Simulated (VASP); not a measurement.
A run of VASP 6.6.1 is set up as follows.

The input INCAR:

```
SYSTEM = AlN
PREC = Accurate
ENCUT = 520
EDIFF = 1E-8
ISMEAR = 0
SIGMA = 0.01
LREAL = .False.
LASPH = .True.
NELM = 60
ALGO = Normal
ISIF = 2
LWAVE = .False.
LCHARG = .False.
GGA = PE
LEPSILON = .True.
```

File KPOINTS:

```
Automatic mesh
0
Gamma
  9 9 6
  0 0 0
```

The input POSCAR:

```
AlN
1.0
    3.2923469533      0.0000000000      0.0000000000
   -1.6461734767      2.8512560996      0.0000000000
    0.0000000000      0.0000000000      4.1369585597
Al N
2 2
Direct
    0.3333333333      0.6666666667      0.2500000000
    0.6666666667      0.3333333333      0.7500000000
    0.6666666667      0.3333333333      0.2500000000
    0.3333333333      0.6666666667      0.7500000000
```

Potentials or basis: VASP PAW PBE potentials, release 64 (Al, N).

Launch:

```sh
$ cat potpaw_PBE.64/Al/POTCAR potpaw_PBE.64/N/POTCAR > POTCAR
$ mpirun -np 1 vasp_std > vasp.out
```

(1) Predict the electronic dielectric tensor (diagonal).

(2) What does it give for the Born charges (mean of the diagonal)?

(3) What does it give for the band gap on the k mesh?

## Answers

(1) 4.46, 4.46, 4.90.

(2) Al +2.72; N -2.72 e.

(3) 3.47 eV.
